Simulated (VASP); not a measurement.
# Re (P6_3/mmc) in VASP: a series of runs

Re is run at these levels: PBEsol; tasks: single point.

All numbers are computed with VASP 6.6.1; they aren't measurements. Logs are shortened: lines on timing, memory, paths and dates and some standing lists are left out, and cuts for length are marked.

**1. The cell of the first run**

The structure is hexagonal, space group P6_3/mmc (No. 194). The conventional cell has a = 2.888 Å, b = 2.888 Å, c = 4.799 Å, α = 90.00°, β = 90.00°, γ = 120.00°. Re (site symmetry -6m2) has 12 Re at 2.89 to 2.92 Å within 3.8 Å.

**2. Single point, PBEsol**

The input, INCAR:

```
SYSTEM = Re
PREC = Accurate ; ENCUT = 520
EDIFF = 1E-7 ; ISMEAR = 0
SIGMA = 0.15 ; LREAL = .FALSE.
LASPH = .TRUE. ; NELM = 80
ALGO = Fast ; ISIF = 2
LWAVE = .FALSE. ; LCHARG = .FALSE.
GGA = PS ; NBANDS = 14
```

The input, KPOINTS:

```
regular mesh
0
G
  18 18 10
  0 0 0
```

The input, POSCAR:

```
Re
1.0
    2.8878000000      0.0000000000      0.0000000000
   -1.4439000000      2.5009081610      0.0000000000
    0.0000000000      0.0000000000      4.7988000000
Re
2
Direct
    0.3333333333      0.6666666667      0.2500000000
    0.6666666667      0.3333333333      0.7500000000
```

Potentials or basis: VASP PAW PBE potentials, release 64 (Re).

The run is started by

```console
$ cat potpaw_PBE.64/Re/POTCAR > POTCAR
$ mpirun -np 1 vasp_std > vasp.out
```

OUTCAR:

```text
SYSTEM = Re
   PREC = Accurate
   ENCUT = 520
   EDIFF = 1E-7
   ISMEAR = 0
   LREAL = .FALSE.
   LASPH = .TRUE.
   NELM = 80
   ISIF = 2
   GGA = PS

 ion  position               nearest neighbor table
   1  0.333  0.667  0.250-   2 2.92   2 2.92   2 2.92   2 2.92   2 2.92   2 2.92
   2  0.667  0.333  0.750-   1 2.92   1 2.92   1 2.92   1 2.92   1 2.92   1 2.92

  LATTYP: Found a hexagonal cell.
 ALAT       =     2.8878000000
 C/A-ratio  =     1.6617494286

  Lattice vectors:

 A1 = (   2.8878000000,   0.0000000000,   0.0000000000)
 A2 = (  -1.4439000000,   2.5009081610,   0.0000000000)
 A3 = (   0.0000000000,   0.0000000000,   4.7988000000)

Analysis of symmetry for initial positions (statically):
=====================================================================
 Subroutine PRICEL returns:
 Original cell was already a primitive cell.

 Routine SETGRP: Setting up the symmetry group for a
 hexagonal supercell.

 Subroutine GETGRP returns: Found 24 space group operations
 (whereof 12 operations were pure point group operations)
 out of a pool of 24 trial point group operations.

The static configuration has the point symmetry D_3d.
 The point group associated with its full space group is D_6h.

Analysis of symmetry for dynamics (positions and initial velocities):
=====================================================================
 Subroutine PRICEL returns:
 Original cell was already a primitive cell.

 Routine SETGRP: Setting up the symmetry group for a
 hexagonal supercell.

 Subroutine GETGRP returns: Found 24 space group operations
 (whereof 12 operations were pure point group operations)
 out of a pool of 24 trial point group operations.

The dynamic configuration has the point symmetry D_3d.
 The point group associated with its full space group is D_6h.

 Subroutine INISYM returns: Found 24 space group operations
 (whereof 12 operations are pure point group operations),
 and found     1 'primitive' translations

----------------------------------------------------------------------------------------

                                     Primitive cell

  volume of cell :      34.6575

  direct lattice vectors                    reciprocal lattice vectors
     2.887800000  0.000000000  0.000000000     0.346284369  0.199927374  0.000000000
    -1.443900000  2.500908161  0.000000000     0.000000000  0.399854747  0.000000000
     0.000000000  0.000000000  4.798800000     0.000000000  0.000000000  0.208385430

  length of vectors
     2.887800000  2.887800000  4.798800000     0.399854747  0.399854747  0.208385430

  position of ions in fractional coordinates (direct lattice)
     0.333333333  0.666666667  0.250000000
     0.666666667  0.333333333  0.750000000

  ion indices of the primitive-cell ions
   primitive index   ion index
                 1           1
                 2           2

----------------------------------------------------------------------------------------

 KPOINTS: regular mesh

Automatic generation of k-mesh.
 Grid dimensions read from file:
 generate k-points for:   18   18   10

 Generating k-lattice:

  Cartesian coordinates                     Fractional coordinates (reciprocal lattice)
     0.019238020  0.011107076  0.000000000     0.055555556  0.000000000  0.000000000
     0.000000000  0.022214153  0.000000000     0.000000000  0.055555556  0.000000000
     0.000000000  0.000000000  0.020838543     0.000000000  0.000000000  0.100000000

  Length of vectors
     0.022214153  0.022214153  0.020838543

  Shift w.r.t. Gamma in fractional coordinates (k-lattice)
     0.000000000  0.000000000  0.000000000

 Subroutine IBZKPT returns following result:
 ===========================================

 Found    222 irreducible k-points:

 Following reciprocal coordinates:
            Coordinates               Weight
  0.000000  0.000000  0.000000      1.000000
  0.055556 -0.000000  0.000000      6.000000
  0.111111 -0.000000  0.000000      6.000000
  0.166667  0.000000  0.000000      6.000000
  0.222222  0.000000  0.000000      6.000000
  0.277778  0.000000  0.000000      6.000000
[... 16 lines left out ...]
  0.333333  0.111111  0.000000     12.000000
  0.388889  0.111111  0.000000     12.000000
 [... further k-points ...]
   k-points           NKPTS =    222   k-points in BZ     NKDIM =    222   number of bands    NBANDS=     14
   number of dos      NEDOS =    301   number of ions     NIONS =      2
   total plane-waves  NPLWV =  20736
   dimension x,y,z NGX =    24 NGY =   24 NGZ =   36
   dimension x,y,z NGXF=    48 NGYF=   48 NGZF=   72
   ions per type =               2
   NGX,Y,Z   is equivalent  to a cutoff of  13.82, 13.82, 12.47 a.u.
   NGXF,Y,Z  is equivalent  to a cutoff of  27.63, 27.63, 24.94 a.u.
 SYSTEM =  Re
   PREC   = accura    normal or accurate (medium, high low for compatibility)
   ISTART =      0    job   : 0-new  1-cont  2-samecut
   ICHARG =      2    charge: 1-file 2-atom 10-const
   ISPIN  =      1    spin polarized calculation?
   LNONCOLLINEAR =      F non collinear calculations
   LSORBIT =      F    spin-orbit coupling
   LASPH  =      T    aspherical Exc in radial PAW
   ENCUT  =  520.0 eV  38.22 Ry    6.18 a.u.   5.37  5.37  8.92*2*pi/ulx,y,z
   NELM   =     80;   NELMIN=  2; NELMDL= -5     # of ELM steps
   EDIFF  = 0.1E-06   stopping-criterion for ELM
   LREAL  =      F    real-space projection
   EDIFFG = 0.1E-05   stopping-criterion for IOM
   NSW    =      0    number of steps for IOM
   IBRION =     -1    ionic relax: 0-MD 1-quasi-New 2-CG
   NFREE  =      0    steps in history (QN), initial steepest desc. (CG)
   ISIF   =      2    stress and relaxation
   ISYM   =      2    0-nonsym 1-usesym 2-fastsym
   POTIM  = 0.5000    time-step for ionic-motion
   TEBEG  =    0.0;   TEEND  =   0.0 temperature during run
   PSTRESS=    0.0 pullay stress
   NELECT =      14.0000    total number of electrons
   NUPDOWN=      -1.0000    fix difference up-down
   EMIN   =  10.00;   EMAX   =-10.00  energy-range for DOS
   EFERMI =   0.00;   METHOD = LEGACY
   ISMEAR =     0;   SIGMA  =   0.15  broadening in eV -4-tet -1-fermi 0-gaus
   EFERMI_NEDOS =   21; number of points for ismear=-14 and -15
   IALGO  =     68    algorithm
   IMIX   =      4    mixing-type and parameters
     AMIX     =   0.40;   BMIX     =  1.00
     AMIX_MAG =   1.60;   BMIX_MAG =  1.00
  volume/ion in A,a.u.               =      17.33       116.94
  Fermi-wavevector in a.u.,A,eV,Ry     =   1.210185  2.286918 19.926373  1.464547
  Thomas-Fermi vector in A             =   2.345739
   LORBIT       =      0    0 simple, 1 ext, 2 COOP (PROOUT), +10 PAW based schemes
   GGA     = PS    functional components
   LHFCALC =     F    Hartree Fock is set to
   AEXX    =    0.0000 exact exchange contribution
   IVDW    =     0    specifies the selected vdW correction
   LEPSILON=     F    determine dielectric tensor
   LRPA    =     F    only Hartree local field effects (RPA)
 non-spin polarized calculation
 RMM-DIIS sequential band-by-band and
 Gauss-broadening in eV      SIGMA  =   0.15
  energy-cutoff  :      520.00
  volume of cell :       34.66
 maximum number of plane-waves:       966
 NGX is ok and might be reduce to    24
   NGX = 11   NGY = 11   NGZ = 17

 number of electron      13.9999998 magnetization

 Free energy of the ion-electron system (eV)
  ---------------------------------------------------
  ext. energy  EPLUGINS =         0.00000000
  ---------------------------------------------------
  free energy    TOTEN  =       -25.77730652 eV

  energy without entropy =      -25.75541471  energy(sigma->0) =      -25.76636061

 E-fermi :   5.8654     XC(G=0): -12.9411

 val. band max:        5.8578530422   @ k =   0.0556   0.0556   0.0000
 cond. band min:       5.8660271181   @ k =   0.1667   0.0556   0.3000
 fundamental gap:      0.0081740760
 Fermi energy:         5.8654237320

 k-point     1 :       0.0000    0.0000    0.0000
  band No.  band energies     occupation
      1      -2.9427      2.00000
      2       0.2357      2.00000
      3       4.3267      2.00000
      4       4.6606      2.00000
      5       4.6606      2.00000
      6       5.2388      2.00000
      7       5.2388      2.00000
      8       5.9745      0.30356
      9       6.1994      0.00164
     10       6.1994      0.00164
     11       8.4953      0.00000
     12       8.4953      0.00000
     13      13.4485      0.00000
     14      19.8886      0.00000

 k-point     2 :       0.0556   -0.0000    0.0000
  band No.  band energies     occupation
      1      -2.8345      2.00000
      2       0.3409      2.00000
      3       4.2216      2.00000
      4       4.7341      2.00000
      5       4.7562      2.00000
      6       5.1635      2.00000
      7       5.3294      2.00000
      8       5.6225      1.97799
      9       6.1152      0.01854
     10       6.1237      0.01490
     11       8.5376      0.00000
     12       8.9367      0.00000
     13      13.4302      0.00000
     14      20.1078      0.00000

 k-point     3 :       0.1111   -0.0000    0.0000
  band No.  band energies     occupation
      1      -2.5174      2.00000
      2       0.6397      2.00000
      3       3.9673      2.00000
      4       4.8447      2.00000
      5       4.8894      2.00000
      6       5.0396      2.00000
      7       5.0471      2.00000
      8       5.5970      1.98863
      9       5.9233      0.58526
     10       5.9380      0.49409
     11       8.6416      0.00000
     12       9.8736      0.00000
     13      13.3680      0.00000
     14      20.6760      0.00000

 k-point     4 :       0.1667    0.0000    0.0000
  band No.  band energies     occupation
      1      -2.0157      2.00000
      2       1.0684      2.00000
      3       3.6683      2.00000
      4       4.1135      2.00000
      5       4.6116      2.00000
      6       5.3334      2.00000
      7       5.4994      1.99944
      8       5.6530      1.95475
      9       5.6906      1.90075
     10       6.0282      0.12479
     11       8.7644      0.00000
     12      10.9713      0.00000
     13      13.2528      0.00000
     14      20.9570      0.00000

 k-point     5 :       0.2222    0.0000    0.0000
  band No.  band energies     occupation
      1      -1.3744      2.00000
      2       1.4703      2.00000
      3       3.3981      2.00000
      4       3.4801      2.00000
      5       4.3500      2.00000
      6       5.3625      2.00000
      7       5.4095      1.99998
      8       5.8209      1.32563
      9       6.1147      0.01876
     10       6.5991      0.00000
     11       8.8740      0.00000
[... 276 lines left out ...]
 k-point    22 :       0.2778    0.1111    0.0000
  band No.  band energies     occupation
      1       0.2990      2.00000
      2       1.8183      2.00000
      3       2.2765      2.00000
      4       3.3416      2.00000
      5       4.3770      2.00000
      6       4.5438      2.00000
      7       5.1446      2.00000
      8       6.7672      0.00000
      9       7.9821      0.00000
     10       8.7191      0.00000
     11       8.8170      0.00000
     12      13.0836      0.00000
     13      14.8155      0.00000
     14      16.0163      0.00000

 k-point    23 :       0.3333    0.1111    0.0000
  band No.  band energies     occupation
      1       0.8190      2.00000
      2       1.6143      2.00000
      3       1.9511      2.00000
      4       3.5946      2.00000
      5       4.2969      2.00000
      6       4.8575      2.00000
      7       4.9173      2.00000
      8       7.5366      0.00000
      9       8.5586      0.00000
     10       8.8255      0.00000
     11       9.5818      0.00000
     12      13.4714      0.00000
     13      14.3052      0.00000
     14      15.7790      0.00000

 k-point    24 :       0.3889    0.1111    0.0000
  band No.  band energies     occupation
      1       1.1092      2.00000
      2       1.4576      2.00000
      3       1.7511      2.00000
      4       3.8952      2.00000
      5       4.3043      2.00000
      6       4.6185      2.00000
      7       5.1728      2.00000
      8       8.3182      0.00000
      9       8.8277      0.00000
     10       8.8964      0.00000
     11      10.3871      0.00000
     12      12.7960      0.00000
     13      14.1929      0.00000
     14      15.8528      0.00000

 [... further k-points ...]

------------------------ aborting loop because EDIFF is reached ----------------------------------------

  FORCE on cell =-STRESS in cart. coord.  units (eV):
  Direction    XX          YY          ZZ          XY          YZ          ZX
  --------------------------------------------------------------------------------------
  -------------------------------------------------------------------------------------
  Total       -9.5343364     -9.5343364    -11.2238688     -0.0000000      0.0000000      0.0000000
  in kB     -440.7613949   -440.7613949   -518.8665287     -0.0000000      0.0000000      0.0000000
  external PRESSURE =    -466.7964395 kB  Pullay stress =       0.0000000 kB

 VOLUME and BASIS-vectors are now :
 -----------------------------------------------------------------------------
  energy-cutoff  :      520.00
  volume of cell :       34.66
      direct lattice vectors                 reciprocal lattice vectors
     2.887800000  0.000000000  0.000000000     0.346284369  0.199927374  0.000000000
    -1.443900000  2.500908161  0.000000000     0.000000000  0.399854747  0.000000000
     0.000000000  0.000000000  4.798800000     0.000000000  0.000000000  0.208385430

 POSITION                                       TOTAL-FORCE (eV/Angst)
 -----------------------------------------------------------------------------------
     -0.00000      1.66727      1.19970         0.000000     -0.000000      0.000000
      1.44390      0.83364      3.59910        -0.000000      0.000000      0.000000
 -----------------------------------------------------------------------------------
    total drift:                               -0.000000      0.000000     -0.000000

  FREE ENERGIE OF THE ION-ELECTRON SYSTEM (eV)
  ---------------------------------------------------
  free  energy   TOTEN  =       -25.7773065163 eV

  energy  without entropy=      -25.7554147091  energy(sigma->0) =      -25.76636061
```

It took 40 s on 1 thread of Intel Xeon 6975P-C (Granite Rapids), shared host; peak memory 0.22 GiB.

Results:

```
Free energy            : -25.7773 eV
Pressure               : -46.7 GPa
Band gap on the k mesh : zero (bands 7 and 8 overlap by 2.35 eV)
```

Levels at points of the mesh, in eV from the Fermi level:
| k point | band 4 | band 5 | band 6 | band 7 | band 8 | band 9 | band 10 | band 11 |
| --- | --- | --- | --- | --- | --- | --- | --- | --- |
| (0.00, 0.00, 0.00) | -1.20 | -1.20 | -0.63 | -0.63 | 0.11 | 0.33 | 0.33 | 2.63 |
| (0.50, 0.00, 0.00) | -1.54 | -1.34 | -1.32 | -0.71 | 3.20 | 3.24 | 3.59 | 4.77 |
| (0.00, 0.00, 0.50) | -2.11 | -1.27 | -1.27 | -1.27 | -1.27 | 1.95 | 1.95 | 1.95 |
| (0.50, 0.00, 0.50) | -3.36 | 0.41 | 0.41 | 0.67 | 0.67 | 3.44 | 3.44 | 3.72 |

Caveat: the cell stands under tension; the PAW data sets were made with another functional, which shifts forces and pressure a little; spin-orbit coupling is left out, which moves the levels of the heavy elements.

**3. Single point, PBEsol**

This run uses another cell than the first one, of 17.97 Å³/atom.

The input, INCAR:

```
PREC = Accurate ; ENCUT = 520
EDIFF = 1E-6 ; ISMEAR = 0
SIGMA = 0.15 ; LREAL = F
LASPH = T ; NELM = 80
ALGO = Fast ; ISIF = 2
LWAVE = F ; LCHARG = T
GGA = PS ; LELF = T
LVHAR = T ; NBANDS = 14
```

The input, KPOINTS:

```
Automatic mesh
0
Gamma
  18 18 10
```

Edit POSCAR of step 2 so:

```diff
@@ -4,3 +4,3 @@
    -1.4439000000      2.5009081610      0.0000000000
-    0.0000000000      0.0000000000      4.7988000000
+    0.0000000000      0.0000000000      4.9765000000
 Re
```

Potentials or basis: VASP PAW PBE potentials, release 64 (Re).

The run is started by

```console
$ cat potpaw_PBE.64/Re/POTCAR > POTCAR
$ mpirun -np 1 vasp_std > vasp.out
```

It took 43 s on 1 thread of Intel Xeon 6975P-C (Granite Rapids), shared host; peak memory 0.23 GiB.

Results (log left out):

| Item | Value |
| --- | --- |
| Free energy | -25.3251 eV |
| Pressure | -50.9 GPa |
| Band gap on the k mesh | zero (bands 7 and 8 overlap by 2.20 eV) |

Stress tensor (GPa, compression positive):
```
-46.19   0.00   0.00
  0.00 -46.19   0.00
  0.00   0.00 -60.45
```

Levels at points of the mesh, in eV from the Fermi level:
```
           k point  band 4  band 5  band 6  band 7  band 8  band 9  band 10  band 11
(0.00, 0.00, 0.00)   -1.15   -1.15   -0.68   -0.68   -0.26    0.50     0.50     2.43
(0.50, 0.00, 0.00)   -1.51   -1.41   -1.09   -0.92    2.79    3.25     3.51     4.48
(0.00, 0.00, 0.50)   -2.24   -1.16   -1.16   -1.16   -1.16    1.79     1.79     1.79
(0.50, 0.00, 0.50)   -3.35    0.45    0.45    0.62    0.62    3.39     3.39     3.40
```

Caveat: the cell stands under tension; the PAW data sets were made with another functional, which shifts forces and pressure a little; spin-orbit coupling is left out, which moves the levels of the heavy elements.
